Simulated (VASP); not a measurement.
Set up this calculation in VASP 6.6.1, as the native input.

```yaml
Task: single point
Functional: PBEsol
Potentials_or_basis: VASP PAW PBE potentials, release 64 (Ba_sv, Ti_sv, O_h)
Cutoff: 910 eV
k_mesh: 8 × 8 × 8
Occupations: gaussian, width 0.02 eV
Spin: no spin polarisation
Dipole_correction: no
Further_INCAR_settings: ALGO = Normal; EDIFF = 1e-06; NBANDS = 28
```

The structure of BaTiO3 lies in POSCAR:

```
BaTiO3
1.0
    3.9698681064      0.0000000000      0.0000000000
    0.0000000000      3.9698681064      0.0000000000
    0.0000000000      0.0000000000      3.9698681064
Ba Ti O
1 1 3
Direct
    0.5000000000      0.5000000000      0.5000000000
    0.0000000000      0.0000000000      0.0000000000
    0.5000000000      0.0000000000      0.0000000000
    0.0000000000      0.5000000000      0.0000000000
    0.0000000000      0.0000000000      0.5000000000
```

One way to write it, as run:

INCAR

```
SYSTEM = BaTiO3
  PREC = Accurate
  ENCUT = 910
  EDIFF = 1E-6
  ISMEAR = 0
  SIGMA = 0.02
  LREAL = .False.
  LASPH = .True.
  NELM = 120
  ALGO = Normal
  ISIF = 2
  LWAVE = .False.
  LCHARG = .False.
  GGA = PS
  NBANDS = 28
  GGA_COMPAT = .False.
```

KPOINTS

```
Automatic mesh
0
Gamma
  8 8 8
  0 0 0
```

Potentials or basis: VASP PAW PBE potentials, release 64 (Ba_sv, Ti_sv, O_h).

The run is started by

```bash
$ cat potpaw_PBE.64/Ba_sv/POTCAR potpaw_PBE.64/Ti_sv/POTCAR potpaw_PBE.64/O_h/POTCAR > POTCAR
$ mpirun -np 1 vasp_std > vasp.out
```

Results of the run:

```yaml
Pressure: 1.7 GPa
Band_gap_on_the_k_mesh: 1.75 eV (least direct gap 1.87 eV)
```

Caveat: the cutoff is under 1.25 times the usual one of these potentials, so pressure, stress and relaxed cells hold a basis-set (Pulay) error; the PAW data sets were made with another functional, which shifts forces and pressure a little; spin-orbit coupling is left out, which moves the levels of the heavy elements.

It took 80 s on 1 thread of Intel(R) Xeon(R) 6975P-C (Granite Rapids), on a shared host, peak memory 0.33 GiB.
